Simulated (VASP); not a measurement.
# K (Pm-3m) in VASP: notebook, part 2 of 2

VASP 6.6.1.

### Step 6. Relaxation of cell and atoms, LDA

This run uses another cell than the first one, of 77.03 Å³/atom, 1.115 times its volume.

File INCAR:

```
  PREC = Accurate
  ENCUT = 600
  EDIFF = 1E-6
  ISMEAR = -1
  SIGMA = 0.1
  LREAL = False
  LASPH = True
  NELM = 80
  ALGO = Normal
  ISIF = 3
  LWAVE = False
  LCHARG = False
  IBRION = 2
  NSW = 80
  EDIFFG = -0.01
```

File KPOINTS:

```
Automatic mesh
0
Gamma
  8 8 8
```

File POSCAR:

```
K
1.0
    4.2548496140      0.0000000000      0.0000000000
    0.0000000000      4.2548496140      0.0000000000
    0.0000000000      0.0000000000      4.2548496140
K
1
Direct
    0.0000000000      0.0000000000      0.0000000000
```

Potentials or basis: VASP PAW LDA potentials, release 64 (K_sv).

On the command line:

```
cat potpaw_LDA.64/K_sv/POTCAR > POTCAR
mpirun -np 1 vasp_std > vasp.out
```

OUTCAR:

```text
PREC = Accurate
   ENCUT = 600
   EDIFF = 1E-6
   ISMEAR = -1
   LREAL = False
   LASPH = True
   NELM = 80
   ISIF = 3
   IBRION = 2
   NSW = 80
   EDIFFG = -0.01

 ion  position               nearest neighbor table
   1  0.000  0.000  0.000-

  LATTYP: Found a simple cubic cell.
 ALAT       =     4.2548496140

  Lattice vectors:

 A1 = (   4.2548496140,   0.0000000000,   0.0000000000)
 A2 = (   0.0000000000,   4.2548496140,   0.0000000000)
 A3 = (   0.0000000000,   0.0000000000,   4.2548496140)

Analysis of symmetry for initial positions (statically):
=====================================================================
 Subroutine PRICEL returns:
 Original cell was already a primitive cell.

 Routine SETGRP: Setting up the symmetry group for a
 simple cubic supercell.

 Subroutine GETGRP returns: Found 48 space group operations
 (whereof 48 operations were pure point group operations)
 out of a pool of 48 trial point group operations.

The static configuration has the point symmetry O_h .

Analysis of symmetry for dynamics (positions and initial velocities):
=====================================================================
 Subroutine PRICEL returns:
 Original cell was already a primitive cell.
[... 164 lines left out ...]
  in kB       -3.1704349     -3.1704349     -3.1704349      0.0000000      0.0000000     -0.0000000
  external PRESSURE =      -3.1704349 kB  Pullay stress =       0.0000000 kB
[... 127 lines left out ...]
--------------------------------------- Ionic step        5  -------------------------------------------

 number of electron       9.0000001 magnetization

 Free energy of the ion-electron system (eV)
  ---------------------------------------------------
  ext. energy  EPLUGINS =         0.00000000
  ---------------------------------------------------
  free energy    TOTEN  =        -1.07042707 eV

  energy without entropy =       -1.04933070  energy(sigma->0) =       -1.05987888

 E-fermi :  -0.1241     XC(G=0):  -6.0325

 val. band max:       -0.2262186335   @ k =   0.5000   0.0000   0.0000
 cond. band min:      -0.0445838276   @ k =   0.5000   0.1250   0.0000
 fundamental gap:      0.1816348059
 Fermi energy:        -0.1240784557

 k-point     1 :       0.0000    0.0000    0.0000
  band No.  band energies     occupation
      1     -32.0873      2.00000
      2     -15.7398      2.00000
      3     -15.7398      2.00000
      4     -15.7398      2.00000
      5      -2.4033      2.00000
      6       2.6510      0.00000
      7       2.6510      0.00000
      8       6.2053      0.00000
[... 243 lines left out ...]
 k-point    24 :       0.5000    0.3750    0.1250
  band No.  band energies     occupation
      1     -32.0703      2.00000
      2     -15.8641      2.00000
      3     -15.8417      2.00000
      4     -15.7369      2.00000
      5       0.8192      0.00016
      6       1.3895      0.00000
      7       2.6117      0.00000
      8       3.0560      0.00000

 [... further k-points ...]

------------------------ aborting loop because EDIFF is reached ----------------------------------------

  FORCE on cell =-STRESS in cart. coord.  units (eV):
  Direction    XX          YY          ZZ          XY          YZ          ZX
  --------------------------------------------------------------------------------------
  -------------------------------------------------------------------------------------
  Total       -0.0008904     -0.0008904     -0.0008904      0.0000000      0.0000000      0.0000000
  in kB       -0.0207421     -0.0207421     -0.0207421      0.0000000      0.0000000      0.0000000
  external PRESSURE =      -0.0207421 kB  Pullay stress =       0.0000000 kB
[... 16 lines left out ...]
  FREE ENERGIE OF THE ION-ELECTRON SYSTEM (eV)
  ---------------------------------------------------
  free  energy   TOTEN  =        -1.0704270722 eV

  energy  without entropy=       -1.0493306973  energy(sigma->0) =       -1.05987888

 reached required accuracy - stopping structural energy minimisation
```

OSZICAR:

```text
N       E                     dE             d eps       ncg     rms          rms(c)
DAV:   1     0.522072254709E+02    0.52207E+02   -0.38668E+03   560   0.961E+02
DAV:   2     0.107285967348E+01   -0.51134E+02   -0.50538E+02   568   0.235E+02
[... 37 lines left out ...]
       N       E                     dE             d eps       ncg     rms          rms(c)
DAV:   1    -0.107356226514E+01   -0.31776E-02   -0.91567E-02   560   0.401E+00    0.452E-01
DAV:   2    -0.107114792457E+01    0.24143E-02   -0.86400E-03   688   0.118E+00    0.167E-01
DAV:   3    -0.107036665659E+01    0.78127E-03   -0.25095E-03   776   0.496E-01    0.138E-01
DAV:   4    -0.107041146333E+01   -0.44807E-04   -0.20030E-04  1000   0.988E-02    0.481E-02
DAV:   5    -0.107042701070E+01   -0.15547E-04   -0.16053E-04   848   0.842E-02    0.113E-02
DAV:   6    -0.107042707217E+01   -0.61474E-07   -0.18581E-06   592   0.137E-02
   5 F= -.10704271E+01 E0= -.10598789E+01  d E =-.890546E-02
```

It took 55 s on 1 thread of AMD EPYC 9R14 (Zen 4), shared host; peak memory 0.16 GiB.

What came out:

```yaml
Free_energy: -1.0704 eV
Relaxed_volume: 68.78 Å³/atom
Relaxed_cell: a = 4.097 Å, b = 4.097 Å, c = 4.097 Å, α = 90.00°, β = 90.00°, γ = 90.00°
Space_group_after_relaxing_to_0.05_Å: Pm-3m (No. 221)
Energy_gained_by_relaxing: 8.9 meV/atom
Ionic_steps: 5
Pressure_after_relaxing: 0.0 GPa
```

The path:
| step | energy change (eV) | largest force (eV/Å) | pressure (GPa) | volume (Å³) |
| --- | --- | --- | --- | --- |
| 1 | 0.0000 | 0.0000 | -0.32 | 77.03 |
| 2 | -0.0031 | 0.0000 | -0.27 | 75.34 |
| 3 | -0.0084 | 0.0000 | -0.09 | 70.58 |
| 4 | -0.0089 | 0.0000 | 0.03 | 68.29 |
| 5 | -0.0089 | 0.0000 | 0.00 | 68.78 |

Final structure:
```yaml
crystal:
  lattice:
    - [4.09719, 0.00000, 0.00000]
    - [0.00000, 4.09719, 0.00000]
    - [0.00000, 0.00000, 4.09719]
  atoms:
    - { symbol: K, position: [0.00000, 0.00000, 0.00000] }
```

### Step 7. Summary

```tsv
task	cell	k mesh	cutoff (eV)	gap on the mesh (eV)	pressure (GPa)
single point	a = 4.103 Å, 1 atom	13 × 13 × 13	520	none	0.0
single point	a = 4.157 Å, 1 atom	13 × 13 × 13	520	none	-0.1
single point	a = 4.209 Å, 1 atom	13 × 13 × 13	520	none	-0.2
single point	a = 4.261 Å, 1 atom	13 × 13 × 13	520	none	-0.3
relaxation of cell and atoms	relaxed from a = 4.255 Å, 1 atom	8 × 8 × 8	600	none	0.0
```

Alike in all rows: level LDA; potentials or basis VASP PAW LDA potentials, release 64 (K_sv); no spin polarisation; smearing fermi-dirac 0.1 eV.

Absolute energies hang on the potentials; compare differences alone.
